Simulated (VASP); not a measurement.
Input of a VASP 6.6.1 run:

INCAR

```
SYSTEM = Na3In
ALGO = Normal ; EDIFF = 1E-6
ENCUT = 500 ; GGA = CA
GGA_COMPAT = .FALSE. ; ISIF = 2
ISMEAR = 0 ; LASPH = .TRUE.
LCHARG = .TRUE. ; LELF = .TRUE.
LREAL = .FALSE. ; LVHAR = .TRUE.
LWAVE = .FALSE. ; NBANDS = 25
NELM = 120 ; PREC = Accurate
SIGMA = 0.1
```

Contents of KPOINTS:

```
k-points
0
G
  5 5 5
  0 0 0
```

File POSCAR:

```
Na3In
1.0
    0.0000000000      3.8904590000      3.8904590000
    3.8904590000      0.0000000000      3.8904590000
    3.8904590000      3.8904590000      0.0000000000
Na In
3 1
Direct
    0.2500000000      0.2500000000      0.2500000000
    0.7500000000      0.7500000000      0.7500000000
    0.5000000000      0.5000000000      0.5000000000
    0.0000000000      0.0000000000      0.0000000000
```

Potentials or basis: VASP PAW LDA potentials, release 64 (Na_pv, In_d).

Run with:

```bash
$ cat potpaw_LDA.64/Na_pv/POTCAR potpaw_LDA.64/In_d/POTCAR > POTCAR
$ mpirun -np 1 vasp_std > vasp.out
```

Task: Predict the pressure.

Result: -1.4 GPa.

Task: Estimate the band gap on the k mesh.

Result: Zero (bands 17 and 18 overlap by 1.62 eV).

Caveat: spin-orbit coupling is left out, which moves the levels of the heavy elements.
